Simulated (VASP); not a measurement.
GaSb:

```
Ga Sb
1.0
     0.00000    3.16613    3.16613
     3.16613    0.00000    3.16613
     3.16613    3.16613    0.00000
Ga Sb
1 1
Direct
  0.00000 0.00000 0.00000
  0.25000 0.25000 0.25000
```

This cell differs from its parent crystal: strain +3.3%.

Base run:

```yaml
Program: VASP 6.6.1
Functional: r2SCAN
Potentials_or_basis: VASP PAW PBE potentials, release 64 (Ga_d, Sb)
Cutoff: 520 eV
k_mesh: 8 × 8 × 8
Occupations: fermi-dirac, width 0.02 eV
Spin: no spin polarisation
```

Its results: band gap on the k mesh zero (filled and empty bands touch); pressure -4.0 GPa.

Question: The run is repeated on the same cell with these changes: functional from r2SCAN to PBE. What comes out?

Answer: Band gap on the k mesh zero (filled and empty bands touch); pressure -2.1 GPa.

Caveats: spin-orbit coupling is left out, which moves the levels of the heavy elements; the PAW data sets were made with another functional, which shifts forces and pressure a little (some runs).
